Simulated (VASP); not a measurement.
# Os in VASP: a series of runs, part 2 of 2

VASP 6.6.1. Earlier steps stand in the parts before.

**3. Single point, PBEsol (strain -0.025 along x and y, -0.025 along z)**

Input file INCAR:

```
SYSTEM = Os
ALGO = Normal
EDIFF = 1E-6
ENCUT = 520
GGA = PS
ISIF = 2
ISMEAR = 0
LASPH = .TRUE.
LCHARG = .FALSE.
LREAL = .FALSE.
LWAVE = .FALSE.
NBANDS = 10
NELM = 80
PREC = Accurate
SIGMA = 0.15
```

Input file KPOINTS:

```
k-points
0
G
  20 20 20
  0 0 0
```

Input file POSCAR:

```
Os
1.0
    0.0000000000      1.8963750000      1.8963750000
    1.8963750000      0.0000000000      1.8963750000
    1.8963750000      1.8963750000      0.0000000000
Os
1
Direct
    0.0000000000      0.0000000000      0.0000000000
```

Potentials or basis: VASP PAW PBE potentials, release 64 (Os).

On the command line:

```bash
$ cat potpaw_PBE.64/Os/POTCAR > POTCAR
$ mpirun -np 1 vasp_std > vasp.out
```

It took 11 s on 1 thread of Intel Xeon 6975P-C (Granite Rapids), shared host; peak memory 0.15 GiB.

It converged, with:

```
Free energy            : -12.0913 eV
Pressure               : 10.7 GPa
Band gap on the k mesh : zero (band 4 reaches 12.13 eV, above the bottom of band 5 at 7.96 eV)
```

Levels at points of the mesh, in eV from the Fermi level:
| k point | band 2 | band 3 | band 4 | band 5 | band 6 | band 7 |
| --- | --- | --- | --- | --- | --- | --- |
| (0.00, 0.00, 0.00) | -3.17 | -3.17 | -3.17 | 0.03 | 0.03 | 14.21 |
| (0.50, 0.00, 0.00) | -3.34 | -3.34 | -0.29 | 2.55 | 2.55 | 9.31 |
| (0.50, 0.50, 0.00) | -7.21 | 2.37 | 2.52 | 3.28 | 3.28 | 12.40 |

Caveat: the cell differs from its parent crystal (strain -0.025 along x and y, -0.025 along z); the PAW data sets were made with another functional, which shifts forces and pressure a little; spin-orbit coupling is left out, which moves the levels of the heavy elements.

**4. Single point, PBEsol (strain +0.025 along x and y, +0.025 along z)**

Input file INCAR:

```
SYSTEM = Os
PREC = Accurate
ENCUT = 520
EDIFF = 1E-6
ISMEAR = 0
SIGMA = 0.15
LREAL = .False.
LASPH = .True.
NELM = 80
ALGO = Normal
ISIF = 2
LWAVE = .False.
LCHARG = .False.
GGA = PS
NBANDS = 10
```

Input file KPOINTS:

```
regular mesh
0
Gamma
  20 20 20
  0 0 0
```

Input file POSCAR:

```
Os
1.0
    0.0000000000      1.9936250000      1.9936250000
    1.9936250000      0.0000000000      1.9936250000
    1.9936250000      1.9936250000      0.0000000000
Os
1
Direct
    0.0000000000      0.0000000000      0.0000000000
```

On the command line:

```bash
$ cat potpaw_PBE.64/Os/POTCAR > POTCAR
$ mpirun -np 1 vasp_std > vasp.out
```

Run time: 15 s. Hardware: 1 thread of Intel Xeon 6975P-C (Granite Rapids), shared host; peak memory 0.17 GiB.

Results (log left out):

* Free energy: -11.8349 eV
* Pressure: -40.2 GPa
* Band gap on the k mesh: zero (band 4 reaches 9.51 eV, above the bottom of band 5 at 6.11 eV)

Levels at points of the mesh, in eV from the Fermi level:
| k point | band 2 | band 3 | band 4 | band 5 | band 6 | band 7 |
| --- | --- | --- | --- | --- | --- | --- |
| (0.00, 0.00, 0.00) | -2.53 | -2.53 | -2.53 | -0.01 | -0.01 | 14.27 |
| (0.50, 0.00, 0.00) | -2.65 | -2.65 | -0.19 | 1.97 | 1.97 | 7.45 |
| (0.50, 0.50, 0.00) | -5.79 | 1.93 | 2.08 | 2.53 | 2.53 | 10.29 |

Caveat: the cell differs from its parent crystal (strain +0.025 along x and y, +0.025 along z); the PAW data sets were made with another functional, which shifts forces and pressure a little; spin-orbit coupling is left out, which moves the levels of the heavy elements.

**5. Single point, PBEsol (strain +0.050 along x and y, +0.050 along z)**

Input file INCAR:

```
PREC = Accurate
ENCUT = 520
EDIFF = 1E-7
ISMEAR = 0
SIGMA = 0.15
LREAL = F
LASPH = T
NELM = 60
ALGO = Normal
ISIF = 2
LWAVE = F
LCHARG = F
GGA = PS
NBANDS = 10
```

Input file KPOINTS:

```
regular mesh
0
Gamma
  20 20 20
```

Input file POSCAR:

```
Os
1.0
    0.0000000000      2.0422500000      2.0422500000
    2.0422500000      0.0000000000      2.0422500000
    2.0422500000      2.0422500000      0.0000000000
Os
1
Direct
    0.0000000000      0.0000000000      0.0000000000
```

Potentials or basis: VASP PAW PBE potentials, release 64 (Os).

On the command line:

```bash
$ cat potpaw_PBE.64/Os/POTCAR > POTCAR
$ mpirun -np 1 vasp_std > vasp.out
```

OUTCAR:

```text
PREC = Accurate
   ENCUT = 520
   EDIFF = 1E-7
   ISMEAR = 0
   LREAL = F
   LASPH = T
   NELM = 60
   ISIF = 2
   GGA = PS

 ion  position               nearest neighbor table
   1  0.000  0.000  0.000-

  LATTYP: Found a face centered cubic cell.
 ALAT       =     4.0845000000

  Lattice vectors:

 A1 = (   0.0000000000,   2.0422500000,   2.0422500000)
 A2 = (   2.0422500000,   0.0000000000,   2.0422500000)
 A3 = (   2.0422500000,   2.0422500000,   0.0000000000)

Analysis of symmetry for initial positions (statically):
[... 481 lines left out ...]
      2       4.2616      2.00000
      3       4.3572      2.00000
      4       4.5606      2.00000
      5       7.3354      0.00000
      6       7.9619      0.00000
      7      15.9264      0.00000
      8      21.1840      0.00000
      9      25.4204      0.00000
     10      26.9610      0.00000

 [... further k-points ...]
[... 5 lines left out ...]
  --------------------------------------------------------------------------------------
  -------------------------------------------------------------------------------------
  Total       -5.6024827     -5.6024827     -5.6024827      0.0000000      0.0000000      0.0000000
  in kB     -526.9075173   -526.9075173   -526.9075173      0.0000000      0.0000000      0.0000000
  external PRESSURE =    -526.9075173 kB  Pullay stress =       0.0000000 kB

 VOLUME and BASIS-vectors are now :
 -----------------------------------------------------------------------------
  energy-cutoff  :      520.00
  volume of cell :       17.04
      direct lattice vectors                 reciprocal lattice vectors
     0.000000000  2.042250000  2.042250000    -0.244828008  0.244828008  0.244828008
     2.042250000  0.000000000  2.042250000     0.244828008 -0.244828008  0.244828008
     2.042250000  2.042250000  0.000000000     0.244828008  0.244828008 -0.244828008

 POSITION                                       TOTAL-FORCE (eV/Angst)
 -----------------------------------------------------------------------------------
      0.00000      0.00000      0.00000         0.000000      0.000000      0.000000
 -----------------------------------------------------------------------------------
    total drift:                               -0.000000      0.000000     -0.000000

  FREE ENERGIE OF THE ION-ELECTRON SYSTEM (eV)
  ---------------------------------------------------
  free  energy   TOTEN  =       -11.4870508801 eV

  energy  without entropy=      -11.4725827968  energy(sigma->0) =      -11.47981684
```

OSZICAR:

```text
N       E                     dE             d eps       ncg     rms          rms(c)
DAV:   1     0.323036441994E+02    0.32304E+02   -0.40650E+03  5248   0.725E+02
DAV:   2    -0.112013902851E+02   -0.43505E+02   -0.40141E+02  5260   0.189E+02
DAV:   3    -0.124048107508E+02   -0.12034E+01   -0.11936E+01  6038   0.290E+01
DAV:   4    -0.124084619583E+02   -0.36512E-02   -0.36504E-02  5568   0.178E+00
DAV:   5    -0.124084740775E+02   -0.12119E-04   -0.12120E-04  5682   0.959E-02    0.109E+01
DAV:   6    -0.116275848679E+02    0.78089E+00   -0.12692E+00  5986   0.861E+00    0.368E+00
DAV:   7    -0.114908101760E+02    0.13677E+00   -0.49149E-01  6282   0.506E+00    0.166E-01
DAV:   8    -0.114882957012E+02    0.25145E-02   -0.20250E-03  5294   0.368E-01    0.132E-01
DAV:   9    -0.114870556246E+02    0.12401E-02   -0.59261E-04  5532   0.237E-01    0.201E-02
DAV:  10    -0.114870536012E+02    0.20234E-05   -0.58253E-06  5548   0.169E-02    0.780E-03
DAV:  11    -0.114870508391E+02    0.27622E-05   -0.67910E-07  5594   0.122E-02    0.975E-04
DAV:  12    -0.114870508801E+02   -0.40997E-07   -0.76187E-09  2910   0.597E-04
   1 F= -.11487051E+02 E0= -.11479817E+02  d E =-.144681E-01
```

Run time: 13 s. Hardware: 1 thread of Intel Xeon 6975P-C (Granite Rapids), shared host; peak memory 0.17 GiB.

What came out:

* Free energy: -11.4871 eV
* Pressure: -52.7 GPa
* Band gap on the k mesh: zero (band 4 reaches 8.50 eV, above the bottom of band 5 at 5.31 eV)

Caveat: the cell differs from its parent crystal (strain +0.050 along x and y, +0.050 along z); the PAW data sets were made with another functional, which shifts forces and pressure a little; spin-orbit coupling is left out, which moves the levels of the heavy elements.

**6. Single point, PBEsol (strain -0.050 along x and y, -0.025 along z)**

Input file INCAR:

```
SYSTEM = Os
ALGO     = Normal         ! electronic algorithm
EDIFF    = 1E-6           ! SCF threshold, eV
ENCUT    = 520            ! plane-wave cutoff, eV
GGA      = PS             ! functional
ISIF     = 2              ! what is computed and relaxed
ISMEAR   = 0              ! smearing method
LASPH    = .True.         ! aspherical terms in the spheres
LCHARG   = .True.         ! write CHGCAR
LELF     = .True.         ! ELF
LREAL    = .False.        ! projectors in reciprocal space
LVHAR    = .True.       
LWAVE    = .False.        ! write WAVECAR
NBANDS   = 10             ! bands
NELM     = 100            ! most SCF steps
PREC     = Accurate       ! precision mode
SIGMA    = 0.15           ! smearing width, eV
```

Input file KPOINTS:

```
k-points
0
Gamma
  20 20 20
  0 0 0
```

Input file POSCAR:

```
Os
1.0
    0.0000000000      1.8477500000      1.8963750000
    1.8477500000      0.0000000000      1.8963750000
    1.8477500000      1.8477500000      0.0000000000
Os
1
Direct
    0.0000000000      0.0000000000      0.0000000000
```

Potentials or basis: VASP PAW PBE potentials, release 64 (Os).

On the command line:

```bash
$ cat potpaw_PBE.64/Os/POTCAR > POTCAR
$ mpirun -np 1 vasp_std > vasp.out
```

Wall time 31 s (1 thread of Intel Xeon 6975P-C (Granite Rapids), shared host); peak memory 0.2 GiB.

The run converged. Its results:

```yaml
Free_energy: -11.9787 eV
Pressure: 39.5 GPa
Band_gap_on_the_k_mesh: zero (band 4 reaches 13.22 eV, above the bottom of band 5 at 8.68 eV)
```

Stress tensor (GPa, compression positive):
```
43.09  0.00  0.00
 0.00 43.09  0.00
 0.00  0.00 32.22
```

Levels at points of the mesh, in eV from the Fermi level:
```
           k point  band 2  band 3  band 4  band 5  band 6  band 7
(0.00, 0.00, 0.00)   -3.69   -3.27   -3.27   -0.25    0.32   14.17
(0.50, 0.00, 0.00)   -3.82   -3.39   -0.28    2.67    2.91   10.06
(0.50, 0.50, 0.00)   -7.73    2.14    2.79    3.56    3.56   13.09
(0.50, 0.00, 0.50)   -7.77    2.73    2.73    3.36    3.81   12.40
```

Caveat: the cell differs from its parent crystal (strain -0.050 along x and y, -0.025 along z); the PAW data sets were made with another functional, which shifts forces and pressure a little; spin-orbit coupling is left out, which moves the levels of the heavy elements.

**7. Summary**

| cell | gap on the mesh (eV) | pressure (GPa) |
| --- | --- | --- |
| a = 2.613 Å, angles 60.0°, 1 atom | none | 56.2 |
| a = 2.682 Å, angles 60.0°, 1 atom | none | 10.7 |
| a = 2.819 Å, angles 60.0°, 1 atom | none | -40.2 |
| a = 2.888 Å, angles 60.0°, 1 atom | none | -52.7 |
| a = 2.648, b = 2.648, c = 2.613 Å, angles 60.4, 60.4, 59.1°, 1 atom | none | 39.5 |

Alike in all rows: task single point; level PBEsol; potentials or basis VASP PAW PBE potentials, release 64 (Os); no spin polarisation; k mesh 20 × 20 × 20; cutoff (eV) 520; smearing gaussian 0.15 eV.

Caveats: the PAW data sets were made with another functional, which shifts forces and pressure a little; spin-orbit coupling is left out, which moves the levels of the heavy elements.

Total energies depend on the potentials used, so only differences within one code and one set of settings carry meaning.
